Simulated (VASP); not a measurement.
# Sb (P6_3/mmc) in VASP: notebook

The runs below take Sb through relaxation of cell and atoms, single point, with revPBE+D4, r2SCAN.

Program: VASP 6.6.1. These are calculated values, not measurements. Logs are shortened: lines on timing, memory, paths and dates and some standing lists are left out, and cuts for length are marked.

### 1 The cell of the first run

The structure is hexagonal, space group P6_3/mmc (No. 194). The conventional cell has a = 3.355 Å, b = 3.355 Å, c = 5.470 Å, α = 90.00°, β = 90.00°, γ = 120.00°. Sb (site symmetry -6m2) has 12 Sb at 3.35 Å within 4.4 Å.

### 2 Relaxation of cell and atoms, revPBE+D4

INCAR

```
PREC = Accurate ; ENCUT = 600
EDIFF = 1E-6 ; ISMEAR = -1
SIGMA = 0.05 ; LREAL = F
LASPH = T ; NELM = 100
ALGO = Normal ; ISIF = 3
LWAVE = F ; LCHARG = F
GGA = RE ; IVDW = 13
IBRION = 2 ; NSW = 60
EDIFFG = -0.01
```

KPOINTS

```
regular mesh
0
Gamma
  9 9 5
```

POSCAR

```
Sb
1.0
    3.3545324186      0.0000000000      0.0000000000
   -1.6772662093      2.9051102923      0.0000000000
    0.0000000000      0.0000000000      5.4701606500
Sb
2
Direct
    0.6666666667      0.3333333333      0.7500000000
    0.3333333333      0.6666666667      0.2500000000
```

Potentials or basis: VASP PAW PBE potentials, release 64 (Sb).

Run with:

```console
$ cat potpaw_PBE.64/Sb/POTCAR > POTCAR
$ mpirun -np 1 vasp_std > vasp.out
```

OUTCAR:

```text
PREC = Accurate
   ENCUT = 600
   EDIFF = 1E-6
   ISMEAR = -1
   LREAL = F
   LASPH = T
   NELM = 100
   ISIF = 3
   GGA = RE
   IVDW = 13
   IBRION = 2
   NSW = 60
   EDIFFG = -0.01

 ion  position               nearest neighbor table
   1  0.667  0.333  0.750-   2 3.35   2 3.35   2 3.35   2 3.35   2 3.35   2 3.35
   2  0.333  0.667  0.250-   1 3.35   1 3.35   1 3.35   1 3.35   1 3.35   1 3.35

  LATTYP: Found a hexagonal cell.
 ALAT       =     3.3545324186
 C/A-ratio  =     1.6306775334

  Lattice vectors:

 A1 = (   3.3545324186,   0.0000000000,   0.0000000000)
 A2 = (  -1.6772662093,   2.9051102923,   0.0000000000)
 A3 = (   0.0000000000,   0.0000000000,   5.4701606500)

Analysis of symmetry for initial positions (statically):
=====================================================================
 Subroutine PRICEL returns:
 Original cell was already a primitive cell.

 Routine SETGRP: Setting up the symmetry group for a
 hexagonal supercell.

 Subroutine GETGRP returns: Found 24 space group operations
 (whereof 12 operations were pure point group operations)
 out of a pool of 24 trial point group operations.

The static configuration has the point symmetry D_3d.
 The point group associated with its full space group is D_6h.

Analysis of symmetry for dynamics (positions and initial velocities):
=====================================================================
 Subroutine PRICEL returns:
 Original cell was already a primitive cell.

 Routine SETGRP: Setting up the symmetry group for a
 hexagonal supercell.

 Subroutine GETGRP returns: Found 24 space group operations
 (whereof 12 operations were pure point group operations)
 out of a pool of 24 trial point group operations.

The dynamic configuration has the point symmetry D_3d.
 The point group associated with its full space group is D_6h.

 Subroutine INISYM returns: Found 24 space group operations
 (whereof 12 operations are pure point group operations),
 and found     1 'primitive' translations

----------------------------------------------------------------------------------------

                                     Primitive cell

  volume of cell :      53.3083

  direct lattice vectors                    reciprocal lattice vectors
     3.354532419  0.000000000  0.000000000     0.298104139  0.172110505  0.000000000
    -1.677266209  2.905110292  0.000000000     0.000000000  0.344221010  0.000000000
     0.000000000  0.000000000  5.470160650     0.000000000  0.000000000  0.182809987

  length of vectors
     3.354532419  3.354532419  5.470160650     0.344221010  0.344221010  0.182809987

[... 72 lines left out ...]
   ISTART =      0    job   : 0-new  1-cont  2-samecut
   ICHARG =      2    charge: 1-file 2-atom 10-const
   ISPIN  =      1    spin polarized calculation?
   LNONCOLLINEAR =      F non collinear calculations
   LSORBIT =      F    spin-orbit coupling
   LASPH  =      T    aspherical Exc in radial PAW
   ENCUT  =  600.0 eV  44.10 Ry    6.64 a.u.   6.70  6.70 10.93*2*pi/ulx,y,z
   NELM   =    100;   NELMIN=  2; NELMDL= -5     # of ELM steps
   EDIFF  = 0.1E-05   stopping-criterion for ELM
   LREAL  =      F    real-space projection
   EDIFFG = -.1E-01   stopping-criterion for IOM
   NSW    =     60    number of steps for IOM
   IBRION =      2    ionic relax: 0-MD 1-quasi-New 2-CG
   NFREE  =      1    steps in history (QN), initial steepest desc. (CG)
   ISIF   =      3    stress and relaxation
   ISYM   =      2    0-nonsym 1-usesym 2-fastsym
   POTIM  = 0.5000    time-step for ionic-motion
   TEBEG  =    0.0;   TEEND  =   0.0 temperature during run
   PSTRESS=    0.0 pullay stress
   NELECT =      10.0000    total number of electrons
   NUPDOWN=      -1.0000    fix difference up-down
   EMIN   =  10.00;   EMAX   =-10.00  energy-range for DOS
   EFERMI =   0.00;   METHOD = LEGACY
   ISMEAR =    -1;   SIGMA  =   0.05  broadening in eV -4-tet -1-fermi 0-gaus
   EFERMI_NEDOS =   21; number of points for ismear=-14 and -15
   IALGO  =     38    algorithm
   IMIX   =      4    mixing-type and parameters
     AMIX     =   0.40;   BMIX     =  1.00
     AMIX_MAG =   1.60;   BMIX_MAG =  1.00
  volume/ion in A,a.u.               =      26.65       179.87
  Fermi-wavevector in a.u.,A,eV,Ry     =   0.937152  1.770960 11.949364  0.878253
  Thomas-Fermi vector in A             =   2.064234
   LORBIT       =      0    0 simple, 1 ext, 2 COOP (PROOUT), +10 PAW based schemes
   GGA     = RE    functional components
   LHFCALC =     F    Hartree Fock is set to
   AEXX    =    0.0000 exact exchange contribution
   IVDW    =    13    specifies the selected vdW correction
   LEPSILON=     F    determine dielectric tensor
   LRPA    =     F    only Hartree local field effects (RPA)
 conjugate gradient relaxation of ions
 non-spin polarized calculation
  energy-cutoff  :      600.00
  volume of cell :       53.31
 maximum number of plane-waves:      1798
 NGX is ok and might be reduce to    28
   NGX = 13   NGY = 13   NGZ = 21

--------------------------------------- Ionic step        1  -------------------------------------------

 number of electron      10.0000000 magnetization

 Free energy of the ion-electron system (eV)
  ---------------------------------------------------
  ext. energy  EPLUGINS =         0.00000000
  ---------------------------------------------------
  free energy    TOTEN  =        -7.06377598 eV

  energy without entropy =       -7.05182018  energy(sigma->0) =       -7.05779808

------------------------ aborting loop because EDIFF is reached ----------------------------------------

  DFT-D4 for vdW energy calculation

  Edisp (eV):   -1.80604
[... 151 lines left out ...]
--------------------------------------- Ionic step        5  -------------------------------------------

 number of electron      10.0000000 magnetization

 Free energy of the ion-electron system (eV)
  ---------------------------------------------------
  ext. energy  EPLUGINS =         0.00000000
  ---------------------------------------------------
  free energy    TOTEN  =        -7.00891958 eV

  energy without entropy =       -6.99900580  energy(sigma->0) =       -7.00396269

 E-fermi :   9.2432     XC(G=0): -10.4500

 val. band max:        9.2125442141   @ k =   0.2222   0.0000   0.4000
 cond. band min:       9.3207940258   @ k =   0.2222   0.0000   0.4000
 fundamental gap:      0.1082498118
 Fermi energy:         9.2431791982

 k-point     1 :       0.0000    0.0000    0.0000
  band No.  band energies     occupation
      1      -4.0317      2.00000
      2       0.0721      2.00000
      3       3.1469      2.00000
      4      13.1584      0.00000
      5      13.1584      0.00000
      6      14.9089      0.00000
      7      14.9089      0.00000
      8      15.2179      0.00000
      9      17.2362      0.00000
[... 265 lines left out ...]
 k-point    24 :       0.3333    0.3333    0.2000
  band No.  band energies     occupation
      1       1.2417      2.00000
      2       1.2417      2.00000
      3       4.7945      2.00000
      4       5.9368      2.00000
      5       5.9368      2.00000
      6       7.5492      2.00000
      7      10.0661      0.00000
      8      10.0661      0.00000
      9      13.7776      0.00000

 [... further k-points ...]

------------------------ aborting loop because EDIFF is reached ----------------------------------------

  DFT-D4 for vdW energy calculation

  Edisp (eV):   -1.88243
[... 25 lines left out ...]
  FREE ENERGIE OF THE ION-ELECTRON SYSTEM (eV)
  ---------------------------------------------------
  free  energy   TOTEN  =        -8.8913531640 eV

  energy  without entropy=       -8.8814393809  energy(sigma->0) =       -8.88639627

 reached required accuracy - stopping structural energy minimisation
```

OSZICAR:

```text
N       E                     dE             d eps       ncg     rms          rms(c)
DAV:   1     0.423286644030E+02    0.42329E+02   -0.40760E+03   648   0.100E+03
DAV:   2    -0.552641298834E+01   -0.47855E+02   -0.46822E+02   981   0.128E+02
DAV:   3    -0.705995675103E+01   -0.15335E+01   -0.15204E+01   762   0.299E+01
DAV:   4    -0.707289079090E+01   -0.12934E-01   -0.12932E-01   770   0.315E+00
[... 31 lines left out ...]
       N       E                     dE             d eps       ncg     rms          rms(c)
DAV:   1    -0.700894963402E+01   -0.25678E-02   -0.12877E-03   700   0.204E-01    0.252E-02
DAV:   2    -0.700893151234E+01    0.18122E-04   -0.24368E-05   669   0.392E-02    0.142E-02
DAV:   3    -0.700891946076E+01    0.12052E-04   -0.18036E-05   673   0.240E-02    0.397E-03
DAV:   4    -0.700891958045E+01   -0.11969E-06   -0.15402E-07   329   0.375E-03
   5 F= -.88913532E+01 E0= -.88863963E+01  d E =-.139120E-04
```

CONTCAR:

```text
Sb
   1.00000000000000
     3.3055432586133033   -0.0000000000000000    0.0000000000000000
    -1.6527716293066517    2.8626844352426026   -0.0000000000000000
     0.0000000000000000   -0.0000000000000000    5.3870508176379168
  Sb
     2
Direct
     0.6666666667000030    0.3333333332999970    0.7500000000000000
     0.3333333332999970    0.6666666667000030    0.2500000000000000

  0.00000000E+00  0.00000000E+00  0.00000000E+00
  0.00000000E+00  0.00000000E+00  0.00000000E+00
```

It took 29 s on 1 thread of Intel Xeon 6975P-C (Granite Rapids), shared host; peak memory 0.2 GiB.

Results:

```
Free energy                            : -8.8914 eV
Relaxed volume                         : 25.49 Å³/atom
Relaxed cell                           : a = 3.306 Å, b = 3.306 Å, c = 5.387 Å, α = 90.00°, β = 90.00°, γ = 120.00°
Space group after relaxing (to 0.05 Å) : P6_3/mmc (No. 194)
Energy gained by relaxing              : 10.8 meV/atom
Ionic steps                            : 5
Pressure after relaxing                : 0.0 GPa
Band gap on the k mesh                 : zero (band 5 reaches 13.75 eV, above the bottom of band 6 at 6.40 eV)
Dispersion energy per atom             : -0.941 eV
```

The path:
```
step  energy change (eV)  largest force (eV/Å)  pressure (GPa)  volume (Å³)
   1              0.0000                0.0000           -2.77        53.31
   2             -0.0159                0.0000            1.66        49.83
   3             -0.0215                0.0000            0.00        50.95
   4             -0.0215                0.0000            0.07        50.90
   5             -0.0215                0.0000           -0.03        50.98
```

Final structure:
```
Sb
1.0
     3.30554    0.00000    0.00000
    -1.65277    2.86268    0.00000
     0.00000    0.00000    5.38705
Sb
2
Direct
  0.66667 0.33333 0.75000
  0.33333 0.66667 0.25000
```

Levels at points of the mesh, in eV from the Fermi level:
| k point | band 1 | band 2 | band 3 | band 4 | band 5 | band 6 | band 7 | band 8 | band 9 |
| --- | --- | --- | --- | --- | --- | --- | --- | --- | --- |
| (0.00, 0.00, 0.00) | -13.27 | -9.17 | -6.10 | 3.92 | 3.92 | 5.67 | 5.67 | 5.97 | 7.99 |

Caveat: the PAW data sets were made with another functional, which shifts forces and pressure a little; spin-orbit coupling is left out, which moves the levels of the heavy elements; pairwise dispersion overbinds metals, which lowers pressure and volume.

### 3 Single point, r2SCAN

POSCAR is that of step 2.

INCAR.step1

```
ALGO = Normal
EDIFF = 1E-4
ENCUT = 520
GGA = PE
ISMEAR = -1
LASPH = T
LCHARG = F
LREAL = F
LWAVE = T
NBANDS = 12
NELM = 60
PREC = Accurate
SIGMA = 0.05
```

INCAR.step2

```
ALGO = Normal
EDIFF = 1E-6
ENCUT = 520
ISIF = 2
ISMEAR = -1
ISTART = 1
LASPH = T
LCHARG = F
LMIXTAU = T
LREAL = F
LWAVE = F
METAGGA = R2SCAN
NBANDS = 12
NELM = 60
PREC = Accurate
SIGMA = 0.05
```

KPOINTS

```
k-points
0
Gamma
  7 7 4
```

Potentials or basis: VASP PAW PBE potentials, release 64 (Sb).

Run with:

```console
$ cat potpaw_PBE.64/Sb/POTCAR > POTCAR
$ cp INCAR.step1 INCAR
$ mpirun -np 1 vasp_std > vasp.out
$ cp INCAR.step2 INCAR
$ mpirun -np 1 vasp_std > vasp.out
```

It took 51 s on 1 thread of Intel Xeon 6975P-C (Granite Rapids), shared host; peak memory 0.18 GiB.

The run converged. Its results:

```yaml
Free_energy: -50.5541 eV
Pressure: 1.0 GPa
Band_gap_on_the_k_mesh: zero (band 5 reaches 13.26 eV, above the bottom of band 6 at 5.80 eV)
```

Stress tensor (GPa, compression positive):
```
1.31 0.00 0.00
0.00 1.31 0.00
0.00 0.00 0.43
```

Levels at points of the mesh, in eV from the Fermi level:
| k point | band 2 | band 3 | band 4 | band 5 | band 6 | band 7 | band 8 | band 9 |
| --- | --- | --- | --- | --- | --- | --- | --- | --- |
| (0.00, 0.00, 0.00) | -9.44 | -6.09 | 3.91 | 3.91 | 5.69 | 5.69 | 5.95 | 8.44 |
| (0.00, 0.00, 0.50) | -12.22 | -0.68 | -0.68 | 4.79 | 4.79 | 4.79 | 4.79 | 9.41 |

Caveat: the PAW data sets were made with another functional, which shifts forces and pressure a little; spin-orbit coupling is left out, which moves the levels of the heavy elements.
